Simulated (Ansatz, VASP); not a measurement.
SiO2: VASP beside Ansatz

```
Si O
1.0
     4.23317    0.00000    0.00000
     0.00000    4.23317    0.00000
     0.00000    0.00000    2.69349
Si O
2 4
Direct
  0.00000 0.00000 0.00000
  0.50000 0.50000 0.50000
  0.80684 0.19316 0.50000
  0.30684 0.30684 0.00000
  0.19316 0.80684 0.50000
  0.69316 0.69316 0.00000
```

Alike in both runs: functional PBEsol; k mesh 6 × 6 × 10; no spin polarisation.

```csv
,VASP,Ansatz
version,VASP 6.6.1,Ansatz 0.2.0
potentials or method,"VASP PAW PBE potentials, release 64 (Si, O)",Ansatz PAW
plane-wave cutoff (eV),600,420
occupations,"gaussian, width 0.01 eV",fixed
valence electrons in the cell,32,32
task,single point,band structure
```

VASP gave:

| Property | Result |
| --- | --- |
| gap on the k mesh at the Fermi level (eV) | 4.99 |
| least direct gap on the mesh (eV) | 4.99 |
| pressure (GPa) | -6.4 |
| traceless stress, the component that is largest in VASP (GPa) | 0.10 |
| rms of the force components (eV/Å) | 0.002 |

Estimate Ansatz's values.

gap on the k mesh at the Fermi level (eV): 4.98; least direct gap on the mesh (eV): 4.98; pressure (GPa): -6.7; traceless stress, the component that is largest in VASP (GPa): -0.48; rms of the force components (eV/Å): 0.019.

VASP's potentials were made for PBE, not for PBEsol. Atom by atom the forces differ by 0.017 eV/Å (rms over components).
